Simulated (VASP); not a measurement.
Crystal: C.

```
C
1.0
     1.89194   -3.20649    0.00000
     1.89194    3.20649    0.00000
     0.00000    0.00000    3.78892
C
4
Direct
  0.15250 0.84750 0.07850
  0.65250 0.34750 0.42150
  0.84750 0.15250 0.92150
  0.34750 0.65250 0.57850
```

- Program: VASP 6.6.1
- Task: relaxation of cell and atoms
- Functional: r2SCAN
- Potentials or basis: VASP PAW PBE potentials, release 64 (C)
- Cutoff: 600 eV
- k mesh: 6 × 6 × 4
- Occupations: gaussian, width 0.1 eV
- Spin: no spin polarisation

At the start: pressure -35.8 GPa; volume 11.49 Å³/atom.

Question: How do energy, volume and symmetry change on relaxing?

Answer: Over 32 steps the energy falls by 4470.7 meV/atom and the volume is 7.68 Å³/atom (-33.2 %); space group Fmmm (No. 69, to 0.05 Å).

Step by step:
```tsv
step	energy change (eV)	largest force (eV/Å)	pressure (GPa)	volume (Å³)
1	0.0000	0.3911	-35.83	45.97
2	-3.2770	1.2264	-26.34	30.88
3	-4.2522	2.0201	7.39	23.64
4	-2.8338	10.8859	156.24	18.89
5	-4.9361	0.9318	31.84	21.74
6	-4.9580	1.1680	38.31	21.49
7	-7.4422	4.1593	37.20	21.64
8	-8.1121	9.3693	89.03	21.20
9	-8.3909	8.4537	70.88	21.37
10	-8.8290	8.2906	69.69	21.60
11	-9.5971	8.2211	77.14	22.18
12	-8.2404	8.2683	138.79	22.79
13	-9.7174	8.3141	85.57	22.36
14	-10.5719	7.7202	71.92	22.81
15	-12.5608	6.3382	40.47	24.20
16	-14.3168	5.2293	13.24	27.08
17	-14.3538	5.2745	12.26	27.55
18	-15.1134	4.7500	2.82	28.29
19	-16.7237	2.6116	-18.72	30.54
20	-16.6026	2.5727	-43.01	35.30
21	-17.2223	0.6986	-32.56	32.79
22	-17.8232	0.6879	-9.30	31.43
23	-17.8438	0.8326	-3.90	31.17
24	-17.8441	0.8531	-3.20	31.14
25	-17.8697	0.3903	-1.81	30.98
26	-17.8697	0.3907	-1.81	30.98
27	-17.8791	0.1907	-0.26	30.83
28	-17.8801	0.1196	0.45	30.76
29	-17.8819	0.0677	-0.08	30.76
30	-17.8827	0.0508	-0.73	30.76
31	-17.8828	0.0427	-0.03	30.70
32	-17.8829	0.0160	-0.24	30.72
```

Final structure:
```xyz
4
Lattice="2.9457 -2.1268 0.0000 2.9457 2.1268 0.0000 0.0000 0.0000 2.4517" Properties=species:S:1:pos:R:3 pbc="T T T"
C     2.9457    1.4157    0.0003
C     2.9457   -0.7111    1.2256
C     2.9457   -1.4157    2.4514
C     2.9457    0.7111    1.2261
```

Caveat: the volume moved by over 15 % at a fixed basis, so the end points are rough; the PAW data sets were made with another functional, which shifts forces and pressure a little.
